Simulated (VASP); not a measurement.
Wanted: the native input for a VASP 6.6.1 run.

```
Task                   : single point
Functional             : PBE
Potentials or basis    : VASP PAW PBE potentials, release 64 (Cs_sv, C)
Cutoff                 : 520 eV
k mesh                 : 3 × 3 × 4
Occupations            : gaussian, width 0.1 eV
Spin                   : no spin polarisation
Dipole correction      : no
Further INCAR settings : ALGO = Normal; EDIFF = 1e-07; NBANDS = 36
```

The structure of CsC2 lies in POSCAR:

```
CsC2
1.0
    6.6539521096      0.0000000000      0.0000000000
   -3.3269760548      5.7624915625      0.0000000000
    0.0000000000      0.0000000000      7.8332933535
Cs C
3 6
Direct
    0.4969350770      0.0000000000      0.3333333333
    0.0000000000      0.4969350770      0.6666666667
    0.5030649230      0.5030649230      0.0000000000
    0.0008870575      0.0004420163      0.0834057885
    0.9995579837      0.0004450412      0.4167391218
    0.9995549588      0.9991129425      0.7500724552
    0.0004420163      0.0008870575      0.9165942115
    0.0004450412      0.9995579837      0.5832608782
    0.9991129425      0.9995549588      0.2499275448
```

One way to write it, as run:

INCAR

```
SYSTEM = CsC2
PREC = Accurate ; ENCUT = 520
EDIFF = 1E-7 ; ISMEAR = 0
SIGMA = 0.1 ; LREAL = .False.
LASPH = .True. ; NELM = 60
ALGO = Normal ; ISIF = 2
LWAVE = .False. ; LCHARG = .True.
GGA = PE ; LELF = .True.
LVHAR = .True. ; NBANDS = 36
```

KPOINTS

```
regular mesh
0
Gamma
  3 3 4
  0 0 0
```

Potentials or basis: VASP PAW PBE potentials, release 64 (Cs_sv, C).

Command:

```sh
$ cat potpaw_PBE.64/Cs_sv/POTCAR potpaw_PBE.64/C/POTCAR > POTCAR
$ mpirun -np 1 vasp_std > vasp.out
```

It gave:

| Quantity | Value |
| --- | --- |
| Pressure | 0.0 GPa |
| Largest force | 0.018 eV/Å |
| Band gap on the k mesh | zero (an odd number of electrons rules out a gap without spin polarisation) |

Caveat: the k points lie up to 0.36 Å⁻¹ apart, too coarse for converged energies and pressures of a metal; spin-orbit coupling is left out, which moves the levels of the heavy elements; an odd number of electrons without spin polarisation forces a metal; a magnetic or distorted state may lie lower.

Run time: 83 s on 1 thread of Intel(R) Xeon(R) 6975P-C (Granite Rapids), with other jobs on the host, peak memory 0.42 GiB.
